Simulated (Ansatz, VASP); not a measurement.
Mg3ZrN2: VASP beside Ansatz

```
Mg Zr N
1.0
    -2.21818    2.21818    4.51204
     2.21818   -2.21818    4.51204
     2.21818    2.21818   -4.51204
Mg Zr N
3 1 2
Direct
  0.75000 0.25000 0.50000
  0.25000 0.75000 0.50000
  0.50000 0.50000 0.00000
  0.00000 0.00000 0.00000
  0.00000 0.50000 0.50000
  0.50000 0.00000 0.50000
```

Alike in both runs: functional PBE; k mesh 5 × 5 × 5; occupations gaussian, width 0.2 eV; no spin polarisation.

Ansatz relaxed the structure, and its values are those at the end. VASP's run is a single point on that final structure, the one shown.

|  | VASP | Ansatz |
| --- | --- | --- |
| version | VASP 6.6.1 | Ansatz 0.2.0 |
| potentials or method | VASP PAW PBE potentials, release 64 (Mg, Zr_sv, N), cutoff 600 eV | scalar-relativistic, plane waves, PAW |
| valence electrons in the cell | 28 | 52 |

|  | VASP | Ansatz | Ansatz less VASP |
| --- | --- | --- | --- |
| gap on the k mesh at the Fermi level (eV) | none | none | - |
| pressure (GPa) | -0.1 | 0.2 | +0.25 |

A gap of «none» marks a metal or a gap that the smearing closes. With one functional, cell and mesh, what is left measures potentials, basis and numerics. VASP's potentials hold 28 valence electrons a cell and Ansatz's 52, so a difference there can come from the potentials and not from the codes.

The k mesh is coarse, so the values compare programs but aren't converged.
